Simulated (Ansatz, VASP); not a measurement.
**Na: VASP beside Ansatz**

```
Na
1.0
    -2.08460    2.08460    2.08460
     2.08460   -2.08460    2.08460
     2.08460    2.08460   -2.08460
Na
1
Direct
  0.00000 0.00000 0.00000
```

Alike in both runs: functional PBEsol; k mesh 18 × 18 × 18; occupations gaussian, width 0.1 eV; no spin polarisation.

Ansatz relaxed the structure, and its values are those at the end. VASP's run is a single point on that final structure, the one shown.

|  | VASP | Ansatz |
| --- | --- | --- |
| version | VASP 6.6.1 | Ansatz 0.2.0 |
| potentials or method | VASP PAW PBE potentials, release 64 (Na_pv), cutoff 520 eV | scalar-relativistic, plane waves, PAW |
| valence electrons in the cell | 7 | 9 |

```tsv
	VASP	Ansatz	Ansatz less VASP
gap on the k mesh at the Fermi level (eV)	none	none	-
pressure (GPa)	0.0	0.0	+0.02
```

VASP's potentials were made for PBE, not for PBEsol. A gap of «none» marks a metal or a gap that the smearing closes. VASP's potentials hold 7 valence electrons a cell and Ansatz's 9, so a difference there can come from the potentials and not from the codes.
